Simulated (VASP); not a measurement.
A run of VASP 6.6.1 is set up as follows.

File INCAR:

```
PREC = Accurate
ENCUT = 500
EDIFF = 1E-7
ISMEAR = 0
SIGMA = 0.1
LREAL = False
LASPH = True
NELM = 120
ALGO = Normal
ISIF = 3
LWAVE = False
LCHARG = False
IBRION = 2
NSW = 100
EDIFFG = -0.002
GGA_COMPAT = False
NELMIN = 4
```

The input KPOINTS:

```
regular mesh
0
Gamma
  18 18 18
```

POSCAR

```
Al
1.0
    0.0000000000      2.0100000000      2.0100000000
    2.0100000000      0.0000000000      2.0100000000
    2.0100000000      2.0100000000      0.0000000000
Al
1
Direct
    0.0000000000      0.0000000000      0.0000000000
```

Potentials or basis: VASP PAW LDA potentials, release 64 (Al).

Run with:

```bash
$ cat potpaw_LDA.64/Al/POTCAR > POTCAR
$ mpirun -np 1 vasp_std > vasp.out
```

(1) Predict the relaxed cell.

(2) What does it give for the space group after relaxing (to 0.1 Å)?

(3) Estimate the band gap on the k mesh.

Results:

(1) a = 2.818 Å, b = 2.818 Å, c = 2.818 Å, α = 60.00°, β = 60.00°, γ = 60.00°.

(2) Fm-3m (No. 225).

(3) zero (an odd number of electrons rules out a gap without spin polarisation).
